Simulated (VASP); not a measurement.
# PbS (Fm-3m) in VASP: further runs, part 2 of 3

VASP 6.6.1. The steps go on from the part before.

## 3. Single point, PBEsol

The input, INCAR:

```
PREC = Accurate ; ENCUT = 520
EDIFF = 1E-6 ; ISMEAR = 0
SIGMA = 0.01 ; LREAL = False
LASPH = True ; NELM = 80
ALGO = Normal ; ISIF = 2
LWAVE = False ; LCHARG = False
GGA = PS ; NBANDS = 17
```

The input, KPOINTS:

```
Automatic mesh
0
Gamma
  10 10 10
```

The input, POSCAR:

```
PbS
1.0
    0.0000000000      2.9514058993      2.9514058993
    2.9514058993      0.0000000000      2.9514058993
    2.9514058993      2.9514058993      0.0000000000
Pb S
1 1
Direct
    0.0000000000      0.0000000000      0.0000000000
    0.5000000000      0.5000000000      0.5000000000
```

Potentials or basis: VASP PAW PBE potentials, release 64 (Pb_d, S).

On the command line:

```sh
> cat potpaw_PBE.64/Pb_d/POTCAR potpaw_PBE.64/S/POTCAR > POTCAR
> mpirun -np 1 vasp_std > vasp.out
```

OUTCAR:

```text
PREC = Accurate
   ENCUT = 520
   EDIFF = 1E-6
   ISMEAR = 0
   LREAL = False
   LASPH = True
   NELM = 80
   ISIF = 2
   GGA = PS

 ion  position               nearest neighbor table
   1  0.000  0.000  0.000-   2 2.95   2 2.95   2 2.95   2 2.95   2 2.95   2 2.95
   2  0.500  0.500  0.500-   1 2.95   1 2.95   1 2.95   1 2.95   1 2.95   1 2.95

  LATTYP: Found a face centered cubic cell.
 ALAT       =     5.9028117986

  Lattice vectors:

 A1 = (   0.0000000000,   2.9514058993,   2.9514058993)
 A2 = (   2.9514058993,   0.0000000000,   2.9514058993)
 A3 = (   2.9514058993,   2.9514058993,   0.0000000000)

Analysis of symmetry for initial positions (statically):
=====================================================================
 Subroutine PRICEL returns:
 Original cell was already a primitive cell.

 Routine SETGRP: Setting up the symmetry group for a
 face centered cubic supercell.

 Subroutine GETGRP returns: Found 48 space group operations
 (whereof 48 operations were pure point group operations)
 out of a pool of 48 trial point group operations.

The static configuration has the point symmetry O_h .

Analysis of symmetry for dynamics (positions and initial velocities):
=====================================================================
 Subroutine PRICEL returns:
 Original cell was already a primitive cell.

 Routine SETGRP: Setting up the symmetry group for a
 face centered cubic supercell.

 Subroutine GETGRP returns: Found 48 space group operations
 (whereof 48 operations were pure point group operations)
 out of a pool of 48 trial point group operations.

The dynamic configuration has the point symmetry O_h .

 Subroutine INISYM returns: Found 48 space group operations
 (whereof 48 operations are pure point group operations),
 and found     1 'primitive' translations

----------------------------------------------------------------------------------------

                                     Primitive cell

  volume of cell :      51.4182

  direct lattice vectors                    reciprocal lattice vectors
     0.000000000  2.951405899  2.951405899    -0.169410788  0.169410788  0.169410788
     2.951405899  0.000000000  2.951405899     0.169410788 -0.169410788  0.169410788
     2.951405899  2.951405899  0.000000000     0.169410788  0.169410788 -0.169410788

  length of vectors
     4.173918251  4.173918251  4.173918251     0.293428093  0.293428093  0.293428093

  position of ions in fractional coordinates (direct lattice)
     0.000000000  0.000000000  0.000000000
     0.500000000  0.500000000  0.500000000

  ion indices of the primitive-cell ions
   primitive index   ion index
                 1           1
                 2           2

----------------------------------------------------------------------------------------

 KPOINTS: Automatic mesh

Automatic generation of k-mesh.
 Grid dimensions read from file:
 generate k-points for:   10   10   10

 Generating k-lattice:

  Cartesian coordinates                     Fractional coordinates (reciprocal lattice)
    -0.016941079  0.016941079  0.016941079     0.100000000  0.000000000  0.000000000
     0.016941079 -0.016941079  0.016941079     0.000000000  0.100000000  0.000000000
     0.016941079  0.016941079 -0.016941079     0.000000000  0.000000000  0.100000000

  Length of vectors
     0.029342809  0.029342809  0.029342809

  Shift w.r.t. Gamma in fractional coordinates (k-lattice)
     0.000000000  0.000000000  0.000000000

 Subroutine IBZKPT returns following result:
 ===========================================

 Found     47 irreducible k-points:

 Following reciprocal coordinates:
            Coordinates               Weight
  0.000000  0.000000  0.000000      1.000000
  0.100000  0.000000  0.000000      8.000000
  0.200000  0.000000  0.000000      8.000000
  0.300000  0.000000  0.000000      8.000000
  0.400000  0.000000  0.000000      8.000000
  0.500000  0.000000  0.000000      4.000000
[... 16 lines left out ...]
  0.300000  0.300000  0.000000      6.000000
  0.400000  0.300000  0.000000     24.000000
 [... further k-points ...]
   k-points           NKPTS =     47   k-points in BZ     NKDIM =     47   number of bands    NBANDS=     17
   number of dos      NEDOS =    301   number of ions     NIONS =      2
   total plane-waves  NPLWV =  32768
   dimension x,y,z NGX =    32 NGY =   32 NGZ =   32
   dimension x,y,z NGXF=    64 NGYF=   64 NGZF=   64
   ions per type =               1   1
   NGX,Y,Z   is equivalent  to a cutoff of  12.75, 12.75, 12.75 a.u.
   NGXF,Y,Z  is equivalent  to a cutoff of  25.49, 25.49, 25.49 a.u.
 SYSTEM =  unknown system
   PREC   = accura    normal or accurate (medium, high low for compatibility)
   ISTART =      0    job   : 0-new  1-cont  2-samecut
   ICHARG =      2    charge: 1-file 2-atom 10-const
   ISPIN  =      1    spin polarized calculation?
   LNONCOLLINEAR =      F non collinear calculations
   LSORBIT =      F    spin-orbit coupling
   LASPH  =      T    aspherical Exc in radial PAW
   ENCUT  =  520.0 eV  38.22 Ry    6.18 a.u.   7.76  7.76  7.76*2*pi/ulx,y,z
   NELM   =     80;   NELMIN=  2; NELMDL= -5     # of ELM steps
   EDIFF  = 0.1E-05   stopping-criterion for ELM
   LREAL  =      F    real-space projection
   EDIFFG = 0.1E-04   stopping-criterion for IOM
   NSW    =      0    number of steps for IOM
   IBRION =     -1    ionic relax: 0-MD 1-quasi-New 2-CG
   NFREE  =      0    steps in history (QN), initial steepest desc. (CG)
   ISIF   =      2    stress and relaxation
   ISYM   =      2    0-nonsym 1-usesym 2-fastsym
   POTIM  = 0.5000    time-step for ionic-motion
   TEBEG  =    0.0;   TEEND  =   0.0 temperature during run
   PSTRESS=    0.0 pullay stress
   NELECT =      20.0000    total number of electrons
   NUPDOWN=      -1.0000    fix difference up-down
   EMIN   =  10.00;   EMAX   =-10.00  energy-range for DOS
   EFERMI =   0.00;   METHOD = LEGACY
   ISMEAR =     0;   SIGMA  =   0.01  broadening in eV -4-tet -1-fermi 0-gaus
   EFERMI_NEDOS =   21; number of points for ismear=-14 and -15
   IALGO  =     38    algorithm
   IMIX   =      4    mixing-type and parameters
     AMIX     =   0.40;   BMIX     =  1.00
     AMIX_MAG =   1.60;   BMIX_MAG =  1.00
  volume/ion in A,a.u.               =      25.71       173.49
  Fermi-wavevector in a.u.,A,eV,Ry     =   1.195031  2.258281 19.430472  1.428099
  Thomas-Fermi vector in A             =   2.331007
   LORBIT       =      0    0 simple, 1 ext, 2 COOP (PROOUT), +10 PAW based schemes
   GGA     = PS    functional components
   LHFCALC =     F    Hartree Fock is set to
   AEXX    =    0.0000 exact exchange contribution
   IVDW    =     0    specifies the selected vdW correction
   LEPSILON=     F    determine dielectric tensor
   LRPA    =     F    only Hartree local field effects (RPA)
 non-spin polarized calculation
 Gauss-broadening in eV      SIGMA  =   0.01
  energy-cutoff  :      520.00
  volume of cell :       51.42
 maximum number of plane-waves:      1411
   NGX = 15   NGY = 15   NGZ = 15

 number of electron      19.9999997 magnetization

 Free energy of the ion-electron system (eV)
  ---------------------------------------------------
  ext. energy  EPLUGINS =         0.00000000
  ---------------------------------------------------
  free energy    TOTEN  =        -9.45683342 eV

  energy without entropy =       -9.45683342  energy(sigma->0) =       -9.45683342

 E-fermi :   6.0005     XC(G=0):  -9.9552

 val. band max:        5.8988330439   @ k =   0.5000   0.0000   0.0000
 cond. band min:       6.0976962400   @ k =   0.5000   0.0000   0.0000
 fundamental gap:      0.1988631961
 Fermi energy:         6.0004591985

 k-point     1 :       0.0000    0.0000    0.0000
  band No.  band energies     occupation
      1     -10.8869      2.00000
      2     -10.8869      2.00000
      3     -10.8869      2.00000
      4     -10.8740      2.00000
      5     -10.8740      2.00000
      6      -7.8550      2.00000
[... 9 lines left out ...]
     16      12.4886      0.00000
     17      14.2825      0.00000
[... 441 lines left out ...]
 k-point    24 :       0.4000    0.3000    0.0000
  band No.  band energies     occupation
      1     -10.9912      2.00000
      2     -10.9053      2.00000
      3     -10.8581      2.00000
      4     -10.8373      2.00000
      5     -10.8327      2.00000
      6      -6.5381      2.00000
[... 9 lines left out ...]
     16      16.8598      0.00000
     17      17.4993      0.00000

 [... further k-points ...]

------------------------ aborting loop because EDIFF is reached ----------------------------------------

  FORCE on cell =-STRESS in cart. coord.  units (eV):
  Direction    XX          YY          ZZ          XY          YZ          ZX
  --------------------------------------------------------------------------------------
  -------------------------------------------------------------------------------------
  Total       -0.0143713     -0.0143713     -0.0143713      0.0000000     -0.0000000      0.0000000
  in kB       -0.4478059     -0.4478059     -0.4478059      0.0000000     -0.0000000      0.0000000
  external PRESSURE =      -0.4478059 kB  Pullay stress =       0.0000000 kB

 VOLUME and BASIS-vectors are now :
 -----------------------------------------------------------------------------
  energy-cutoff  :      520.00
  volume of cell :       51.42
      direct lattice vectors                 reciprocal lattice vectors
     0.000000000  2.951405899  2.951405899    -0.169410788  0.169410788  0.169410788
     2.951405899  0.000000000  2.951405899     0.169410788 -0.169410788  0.169410788
     2.951405899  2.951405899  0.000000000     0.169410788  0.169410788 -0.169410788

 POSITION                                       TOTAL-FORCE (eV/Angst)
 -----------------------------------------------------------------------------------
      0.00000      0.00000      0.00000         0.000000      0.000000      0.000000
      2.95141      2.95141      2.95141        -0.000000     -0.000000      0.000000
 -----------------------------------------------------------------------------------
    total drift:                                0.000000     -0.000000     -0.000000

  FREE ENERGIE OF THE ION-ELECTRON SYSTEM (eV)
  ---------------------------------------------------
  free  energy   TOTEN  =        -9.4568334153 eV

  energy  without entropy=       -9.4568334153  energy(sigma->0) =       -9.45683342
```

Wall time 40 s (1 thread of Intel Xeon 8259CL, shared host); peak memory 0.2 GiB.

What came out:

```
Free energy            : -9.4568 eV
Pressure               : 0.0 GPa
Band gap on the k mesh : 0.20 eV
```

Caveat: the PAW data sets were made with another functional, which shifts forces and pressure a little; spin-orbit coupling is left out, which moves the levels of the heavy elements.

[end of part 2 of 3]
